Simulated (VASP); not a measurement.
Write the native input for VASP 6.6.1 that does the following.

```
Task                   : single point
Functional             : LDA
Potentials or basis    : VASP PAW LDA potentials, release 64 (Ca_sv, B)
Cutoff                 : 520 eV
k mesh                 : 7 × 7 × 5
Occupations            : gaussian, width 0.1 eV
Spin                   : no spin polarisation
Dipole correction      : no
Further INCAR settings : ALGO = Normal; EDIFF = 1e-06; NBANDS = 15
```

The structure of CaB2 lies in POSCAR:

```
CaB2
1.0
    3.2264302843      0.0000000000      0.0000000000
   -1.6132151421      2.7941705897      0.0000000000
    0.0000000000      0.0000000000      4.0673920000
Ca B
1 2
Direct
    0.0000000000      0.0000000000      0.0000000000
    0.6666666667      0.3333333333      0.5000000000
    0.3333333333      0.6666666667      0.5000000000
```

These files were run (other wordings do the same):

INCAR

```
SYSTEM = CaB2
PREC = Accurate ; ENCUT = 520
EDIFF = 1E-6 ; ISMEAR = 0
SIGMA = 0.1 ; LREAL = .FALSE.
LASPH = .TRUE. ; NELM = 100
ALGO = Normal ; ISIF = 2
LWAVE = .FALSE. ; LCHARG = .FALSE.
NBANDS = 15
```

KPOINTS

```
Automatic mesh
0
G
  7 7 5
  0 0 0
```

Potentials or basis: VASP PAW LDA potentials, release 64 (Ca_sv, B).

The run is started by

```bash
$ cat potpaw_LDA.64/Ca_sv/POTCAR potpaw_LDA.64/B/POTCAR > POTCAR
$ mpirun -np 1 vasp_std > vasp.out
```

Results of the run:

| Quantity | Value |
| --- | --- |
| Pressure | -6.6 GPa |
| Band gap on the k mesh | zero (bands 8 and 9 overlap by 1.31 eV) |

Caveat: the cell stands under tension.

Wall time 5.5 s on 1 thread of Intel(R) Xeon(R) 6975P-C (Granite Rapids), with other jobs on the host, peak memory 0.14 GiB.
